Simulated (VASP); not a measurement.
# Be3Pd2S: single point with PBE

The system is Be3Pd2S.

```
CELL_PARAMETERS angstrom
2.37564 1.37157 3.53501
-2.37564 1.37157 3.53501
0.00000 -2.74315 3.53501
ATOMIC_POSITIONS crystal
Be 0.00000 0.50000 0.00000
Be 0.50000 0.00000 0.00000
Be 0.00000 0.00000 0.50000
Pd 0.62942 0.62942 0.62942
Pd 0.37058 0.37058 0.37058
S 0.00000 0.00000 0.00000
```

```json
{"Program": "VASP 6.6.1", "Task": "single point", "Functional": "PBE", "Potentials or basis": "VASP PAW PBE potentials, release 64 (Be, Pd, S)", "Cutoff": "520 eV", "k mesh": "6 × 6 × 6", "Occupations": "gaussian, width 0.1 eV", "Spin": "no spin polarisation"}
```

```json
{"Pressure": "0.0 GPa", "Largest force": "0.005 eV/Å", "Band gap on the k mesh": "zero (band 16 reaches 10.44 eV, above the bottom of band 17 at 8.59 eV)"}
```

Forces on the atoms (eV/Å):
```
Be   0.000  0.000  0.000
Be   0.000  0.000  0.000
Be   0.000  0.000  0.000
Pd   0.000  0.000  0.005
Pd   0.000  0.000 -0.005
S    0.000  0.000  0.000
```

Stress tensor (GPa, compression positive):
```
-0.05  0.00  0.00
 0.00 -0.05  0.00
 0.00  0.00  0.12
```

Levels at points of the mesh, in eV from the Fermi level:
```csv
k point,band 14,band 15,band 16,band 17,band 18,band 19
"(0.00, 0.00, 0.00)",-0.91,-0.91,1.02,1.90,1.90,2.18
"(0.50, 0.00, 0.00)",-1.92,-1.49,-0.57,1.08,1.82,2.60
"(0.50, 0.50, 0.00)",-2.62,-2.27,-1.28,1.16,2.54,2.80
"(0.50, 0.50, 0.50)",-1.18,-1.18,-0.83,-0.83,-0.35,2.53
```

It took 21 s on 1 thread of Intel(R) Xeon(R) 6975P-C (Granite Rapids), with other jobs on the host, peak memory 0.23 GiB.
